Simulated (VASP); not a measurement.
# CO2 (Pa-3) in VASP: further runs

The runs below take CO2 through single point, with PBEsol.

All numbers are computed with VASP 6.6.1; they aren't measurements. Logs are shortened: lines on timing, memory, paths and dates and some standing lists are left out, and cuts for length are marked.

## 1. The cell of the first run

Symmetry: Pa-3, No. 205, cubic system. Conventional cell: a = 5.800 Å, b = 5.800 Å, c = 5.800 Å, α = 90.00°, β = 90.00°, γ = 90.00°. C (site symmetry -3) has 2 O at 1.17 Å within 1.6 Å. O (site symmetry 3) has 1 C at 1.17 Å within 1.6 Å.

## 2. Single point, PBEsol

INCAR reads:

```
ALGO = Normal
EDIFF = 1E-6
ENCUT = 520
GGA = PS
ISIF = 2
ISMEAR = 0
LASPH = T
LCHARG = F
LREAL = F
LWAVE = F
NBANDS = 44
NELM = 60
PREC = Accurate
SIGMA = 0.05
```

KPOINTS reads:

```
k-points
0
Gamma
  4 4 4
```

POSCAR reads:

```
CO2
1.0
    5.7999351339      0.0000000000      0.0000000000
    0.0000000000      5.7999351339      0.0000000000
    0.0000000000      0.0000000000      5.7999351339
C O
4 8
Direct
    0.0000000000      0.0000000000      0.0000000000
    0.5000000000      0.0000000000      0.5000000000
    0.5000000000      0.5000000000      0.0000000000
    0.0000000000      0.5000000000      0.5000000000
    0.1161576883      0.1161576883      0.1161576883
    0.3838423117      0.8838423117      0.6161576883
    0.6161576883      0.3838423117      0.8838423117
    0.8838423117      0.6161576883      0.3838423117
    0.8838423117      0.8838423117      0.8838423117
    0.6161576883      0.1161576883      0.3838423117
    0.3838423117      0.6161576883      0.1161576883
    0.1161576883      0.3838423117      0.6161576883
```

Potentials or basis: VASP PAW PBE potentials, release 64 (C, O).

Started as:

```sh
> cat potpaw_PBE.64/C/POTCAR potpaw_PBE.64/O/POTCAR > POTCAR
> mpirun -np 1 vasp_std > vasp.out
```

OUTCAR:

```text
EDIFF = 1E-6
   ENCUT = 520
   GGA = PS
   ISIF = 2
   ISMEAR = 0
   LASPH = T
   LREAL = F
   NELM = 60
   PREC = Accurate

 ion  position               nearest neighbor table
   1  0.000  0.000  0.000-   5 1.17   9 1.17
   2  0.500  0.000  0.500-   6 1.17  10 1.17
   3  0.500  0.500  0.000-   7 1.17  11 1.17
   4  0.000  0.500  0.500-   8 1.17  12 1.17
   5  0.116  0.116  0.116-   1 1.17
   6  0.384  0.884  0.616-   2 1.17
   7  0.616  0.384  0.884-   3 1.17
   8  0.884  0.616  0.384-   4 1.17
   9  0.884  0.884  0.884-   1 1.17
  10  0.616  0.116  0.384-   2 1.17
  11  0.384  0.616  0.116-   3 1.17
  12  0.116  0.384  0.616-   4 1.17

  LATTYP: Found a simple cubic cell.
 ALAT       =     5.7999351339

  Lattice vectors:

 A1 = (   5.7999351339,   0.0000000000,   0.0000000000)
 A2 = (   0.0000000000,   5.7999351339,   0.0000000000)
 A3 = (   0.0000000000,   0.0000000000,   5.7999351339)

Analysis of symmetry for initial positions (statically):
=====================================================================
 Subroutine PRICEL returns:
 Original cell was already a primitive cell.

 Routine SETGRP: Setting up the symmetry group for a
 simple cubic supercell.

 Subroutine GETGRP returns: Found 24 space group operations
 (whereof  6 operations were pure point group operations)
 out of a pool of 48 trial point group operations.

The static configuration has the point symmetry S_6 .
 The point group associated with its full space group is T_h .

Analysis of symmetry for dynamics (positions and initial velocities):
=====================================================================
 Subroutine PRICEL returns:
 Original cell was already a primitive cell.

 Routine SETGRP: Setting up the symmetry group for a
 simple cubic supercell.

 Subroutine GETGRP returns: Found 24 space group operations
 (whereof  6 operations were pure point group operations)
 out of a pool of 48 trial point group operations.

The dynamic configuration has the point symmetry S_6 .
 The point group associated with its full space group is T_h .

 Subroutine INISYM returns: Found 24 space group operations
 (whereof  6 operations are pure point group operations),
 and found     1 'primitive' translations

----------------------------------------------------------------------------------------

                                     Primitive cell

  volume of cell :     195.1055

  direct lattice vectors                    reciprocal lattice vectors
     5.799935134  0.000000000  0.000000000     0.172415721  0.000000000  0.000000000
     0.000000000  5.799935134  0.000000000     0.000000000  0.172415721  0.000000000
     0.000000000  0.000000000  5.799935134     0.000000000  0.000000000  0.172415721

  length of vectors
     5.799935134  5.799935134  5.799935134     0.172415721  0.172415721  0.172415721

  position of ions in fractional coordinates (direct lattice)
     0.000000000  0.000000000  0.000000000
     0.500000000  0.000000000  0.500000000
     0.500000000  0.500000000  0.000000000
     0.000000000  0.500000000  0.500000000
     0.116157688  0.116157688  0.116157688
     0.383842312  0.883842312  0.616157688
     0.616157688  0.383842312  0.883842312
     0.883842312  0.616157688  0.383842312
     0.883842312  0.883842312  0.883842312
     0.616157688  0.116157688  0.383842312
     0.383842312  0.616157688  0.116157688
     0.116157688  0.383842312  0.616157688

  ion indices of the primitive-cell ions
   primitive index   ion index
                 1           1
                 2           2
                 3           3
                 4           4
                 5           5
                 6           6
                 7           7
                 8           8
                 9           9
                10          10
                11          11
                12          12

----------------------------------------------------------------------------------------

 KPOINTS: k-points

Automatic generation of k-mesh.
 Grid dimensions read from file:
 generate k-points for:    4    4    4

 Generating k-lattice:

  Cartesian coordinates                     Fractional coordinates (reciprocal lattice)
     0.043103930  0.000000000  0.000000000     0.250000000  0.000000000  0.000000000
     0.000000000  0.043103930  0.000000000     0.000000000  0.250000000  0.000000000
     0.000000000  0.000000000  0.043103930     0.000000000  0.000000000  0.250000000

  Length of vectors
     0.043103930  0.043103930  0.043103930

  Shift w.r.t. Gamma in fractional coordinates (k-lattice)
     0.000000000  0.000000000  0.000000000

 Subroutine IBZKPT returns following result:
 ===========================================

 Found     11 irreducible k-points:

 Following reciprocal coordinates:
            Coordinates               Weight
  0.000000  0.000000  0.000000      1.000000
  0.250000  0.000000  0.000000      6.000000
  0.500000  0.000000  0.000000      3.000000
  0.250000  0.250000  0.000000     12.000000
  0.500000  0.250000  0.000000      6.000000
 -0.250000  0.500000  0.000000      6.000000
  0.500000  0.500000  0.000000      3.000000
  0.250000  0.250000  0.250000      8.000000
  0.500000  0.250000  0.250000     12.000000
  0.500000  0.500000  0.250000      6.000000
  0.500000  0.500000  0.500000      1.000000
   k-points           NKPTS =     11   k-points in BZ     NKDIM =     11   number of bands    NBANDS=     44
   number of dos      NEDOS =    301   number of ions     NIONS =     12
   total plane-waves  NPLWV = 110592
   dimension x,y,z NGX =    48 NGY =   48 NGZ =   48
   dimension x,y,z NGXF=    96 NGYF=   96 NGZF=   96
   ions per type =               4   8
   NGX,Y,Z   is equivalent  to a cutoff of  13.76, 13.76, 13.76 a.u.
   NGXF,Y,Z  is equivalent  to a cutoff of  27.52, 27.52, 27.52 a.u.
 SYSTEM =  unknown system
   PREC   = accura    normal or accurate (medium, high low for compatibility)
   ISTART =      0    job   : 0-new  1-cont  2-samecut
   ICHARG =      2    charge: 1-file 2-atom 10-const
   ISPIN  =      1    spin polarized calculation?
   LNONCOLLINEAR =      F non collinear calculations
   LSORBIT =      F    spin-orbit coupling
   LASPH  =      T    aspherical Exc in radial PAW
   ENCUT  =  520.0 eV  38.22 Ry    6.18 a.u.  10.78 10.78 10.78*2*pi/ulx,y,z
   NELM   =     60;   NELMIN=  2; NELMDL= -5     # of ELM steps
   EDIFF  = 0.1E-05   stopping-criterion for ELM
   LREAL  =      F    real-space projection
   EDIFFG = 0.1E-04   stopping-criterion for IOM
   NSW    =      0    number of steps for IOM
   IBRION =     -1    ionic relax: 0-MD 1-quasi-New 2-CG
   NFREE  =      0    steps in history (QN), initial steepest desc. (CG)
   ISIF   =      2    stress and relaxation
   ISYM   =      2    0-nonsym 1-usesym 2-fastsym
   POTIM  = 0.5000    time-step for ionic-motion
   TEBEG  =    0.0;   TEEND  =   0.0 temperature during run
   PSTRESS=    0.0 pullay stress
   NELECT =      64.0000    total number of electrons
   NUPDOWN=      -1.0000    fix difference up-down
   EMIN   =  10.00;   EMAX   =-10.00  energy-range for DOS
   EFERMI =   0.00;   METHOD = LEGACY
   ISMEAR =     0;   SIGMA  =   0.05  broadening in eV -4-tet -1-fermi 0-gaus
   EFERMI_NEDOS =   21; number of points for ismear=-14 and -15
   IALGO  =     38    algorithm
   IMIX   =      4    mixing-type and parameters
     AMIX     =   0.40;   BMIX     =  1.00
     AMIX_MAG =   1.60;   BMIX_MAG =  1.00
  volume/ion in A,a.u.               =      16.26       109.72
  Fermi-wavevector in a.u.,A,eV,Ry     =   1.129046  2.133588 17.343961  1.274745
  Thomas-Fermi vector in A             =   2.265738
   LORBIT       =      0    0 simple, 1 ext, 2 COOP (PROOUT), +10 PAW based schemes
   GGA     = PS    functional components
   LHFCALC =     F    Hartree Fock is set to
   AEXX    =    0.0000 exact exchange contribution
   IVDW    =     0    specifies the selected vdW correction
   LEPSILON=     F    determine dielectric tensor
   LRPA    =     F    only Hartree local field effects (RPA)
 non-spin polarized calculation
 Gauss-broadening in eV      SIGMA  =   0.05
  energy-cutoff  :      520.00
  volume of cell :      195.11
 maximum number of plane-waves:      5294
 NGX is ok and might be reduce to    48
   NGX = 21   NGY = 21   NGZ = 21

 number of electron      63.9999988 magnetization

 Free energy of the ion-electron system (eV)
  ---------------------------------------------------
  ext. energy  EPLUGINS =         0.00000000
  ---------------------------------------------------
  free energy    TOTEN  =       -95.33202633 eV

  energy without entropy =      -95.33202633  energy(sigma->0) =      -95.33202633

 E-fermi :  -3.9546     XC(G=0):  -7.4823

 val. band max:       -4.2221980181   @ k =   0.0000   0.0000   0.0000
 cond. band min:       2.4674640548   @ k =   0.0000   0.0000   0.0000
 fundamental gap:      6.6896620729
 Fermi energy:        -3.9546035138

 k-point     1 :       0.0000    0.0000    0.0000
  band No.  band energies     occupation
      1     -24.6516      2.00000
      2     -24.5077      2.00000
      3     -24.5077      2.00000
      4     -24.5077      2.00000
      5     -23.5645      2.00000
      6     -23.5645      2.00000
[... 36 lines left out ...]
     43       6.3450      0.00000
     44       6.3450      0.00000

 k-point     2 :       0.2500    0.0000    0.0000
  band No.  band energies     occupation
      1     -24.6315      2.00000
      2     -24.5296      2.00000
      3     -24.5075      2.00000
      4     -24.5075      2.00000
      5     -23.5637      2.00000
      6     -23.5636      2.00000
[... 415 lines left out ...]
 k-point    11 :       0.5000    0.5000    0.5000
  band No.  band energies     occupation
      1     -24.5432      2.00000
      2     -24.5432      2.00000
      3     -24.5432      2.00000
      4     -24.5432      2.00000
      5     -23.5564      2.00000
      6     -23.5564      2.00000
[... 36 lines left out ...]
     43       5.2173      0.00000
     44       5.2173      0.00000

------------------------ aborting loop because EDIFF is reached ----------------------------------------

  FORCE on cell =-STRESS in cart. coord.  units (eV):
  Direction    XX          YY          ZZ          XY          YZ          ZX
  --------------------------------------------------------------------------------------
  -------------------------------------------------------------------------------------
  Total        1.8829232      1.8829232      1.8829232     -0.0000000     -0.0000000     -0.0000000
  in kB       15.4622887     15.4622887     15.4622887     -0.0000000     -0.0000000     -0.0000000
  external PRESSURE =      15.4622887 kB  Pullay stress =       0.0000000 kB

 VOLUME and BASIS-vectors are now :
 -----------------------------------------------------------------------------
  energy-cutoff  :      520.00
  volume of cell :      195.11
      direct lattice vectors                 reciprocal lattice vectors
     5.799935134  0.000000000  0.000000000     0.172415721  0.000000000  0.000000000
     0.000000000  5.799935134  0.000000000     0.000000000  0.172415721  0.000000000
     0.000000000  0.000000000  5.799935134     0.000000000  0.000000000  0.172415721

 POSITION                                       TOTAL-FORCE (eV/Angst)
 -----------------------------------------------------------------------------------
      0.00000      0.00000      0.00000         0.000000      0.000000      0.000000
      2.89997      0.00000      2.89997         0.000000      0.000000      0.000000
      2.89997      2.89997      0.00000         0.000000      0.000000      0.000000
      0.00000      2.89997      2.89997         0.000000      0.000000      0.000000
      0.67371      0.67371      0.67371         0.410630      0.410630      0.410630
      2.22626      5.12623      3.57367        -0.410630     -0.410630      0.410630
      3.57367      2.22626      5.12623         0.410630     -0.410630     -0.410630
      5.12623      3.57367      2.22626        -0.410630      0.410630     -0.410630
      5.12623      5.12623      5.12623        -0.410630     -0.410630     -0.410630
      3.57367      0.67371      2.22626         0.410630      0.410630     -0.410630
      2.22626      3.57367      0.67371        -0.410630      0.410630      0.410630
      0.67371      2.22626      3.57367         0.410630     -0.410630      0.410630
 -----------------------------------------------------------------------------------
    total drift:                                0.000000      0.000000      0.000000

  FREE ENERGIE OF THE ION-ELECTRON SYSTEM (eV)
  ---------------------------------------------------
  free  energy   TOTEN  =       -95.3320263348 eV

  energy  without entropy=      -95.3320263348  energy(sigma->0) =      -95.33202633
```

Run time: 73 s. Hardware: 1 thread of Intel Xeon Platinum 8375C at 2.90GHz (Ice Lake), shared host; peak memory 0.32 GiB.

What came out:

```yaml
Free_energy: -95.3320 eV
Pressure: 1.5 GPa
Largest_force: 0.711 eV/Å
Band_gap_on_the_k_mesh: 6.69 eV
```

Forces on the atoms (eV/Å):
```
C    0.000  0.000  0.000
C    0.000  0.000  0.000
C    0.000  0.000  0.000
C    0.000  0.000  0.000
O    0.411  0.411  0.411
O   -0.411 -0.411  0.411
O    0.411 -0.411 -0.411
O   -0.411  0.411 -0.411
O   -0.411 -0.411 -0.411
O    0.411  0.411 -0.411
O   -0.411  0.411  0.411
O    0.411 -0.411  0.411
```

Caveat: this functional lacks dispersion, which holds the molecules together, so the pressure and a relaxed volume are unreliable; the PAW data sets were made with another functional, which shifts forces and pressure a little.

## 3. Single point, PBEsol

INCAR reads:

```
PREC     = Accurate       # precision mode
ENCUT    = 520            # plane-wave cutoff, eV
EDIFF    = 1E-7           # SCF threshold, eV
ISMEAR   = 0              # smearing method
SIGMA    = 0.05           # smearing width, eV
LREAL    = False          # projectors in reciprocal space
LASPH    = True           # aspherical terms in the spheres
NELM     = 80             # most SCF steps
ALGO     = Normal         # electronic algorithm
ISIF     = 2              # what is computed and relaxed
LWAVE    = False          # write WAVECAR
LCHARG   = False          # write CHGCAR
GGA      = PS             # functional
NBANDS   = 44             # bands
```

KPOINTS reads:

```
Automatic mesh
0
Gamma
  6 6 6
```

POSCAR is that of step 2.

Potentials or basis: VASP PAW PBE potentials, release 64 (C, O).

Started as:

```sh
> cat potpaw_PBE.64/C/POTCAR potpaw_PBE.64/O/POTCAR > POTCAR
> mpirun -np 1 vasp_std > vasp.out
```

Wall time 2.7 min (1 thread of Intel Xeon Platinum 8375C at 2.90GHz (Ice Lake), shared host); peak memory 0.38 GiB.

The run converged. Its results:

```
Free energy            : -95.3324 eV
Pressure               : 1.5 GPa
Largest force          : 0.711 eV/Å
Band gap on the k mesh : 6.69 eV
```

Forces on the atoms (eV/Å):
```
C    0.000  0.000  0.000
C    0.000  0.000  0.000
C    0.000  0.000  0.000
C    0.000  0.000  0.000
O    0.411  0.411  0.411
O   -0.411 -0.411  0.411
O    0.411 -0.411 -0.411
O   -0.411  0.411 -0.411
O   -0.411 -0.411 -0.411
O    0.411  0.411 -0.411
O   -0.411  0.411  0.411
O    0.411 -0.411  0.411
```

Levels at points of the mesh, in eV from the valence-band top:
```
           k point  band 30  band 31  band 32  band 33  band 34  band 35
(0.00, 0.00, 0.00)    -0.15     0.00     0.00     6.69     8.13     8.13
(0.50, 0.00, 0.00)    -0.23    -0.06    -0.06     8.06     8.06     8.08
(0.50, 0.50, 0.00)    -0.22    -0.22    -0.22     8.05     8.05     8.05
(0.50, 0.50, 0.50)    -0.25    -0.25    -0.25     8.08     8.08     8.08
```

Caveat: this functional lacks dispersion, which holds the molecules together, so the pressure and a relaxed volume are unreliable; the PAW data sets were made with another functional, which shifts forces and pressure a little.
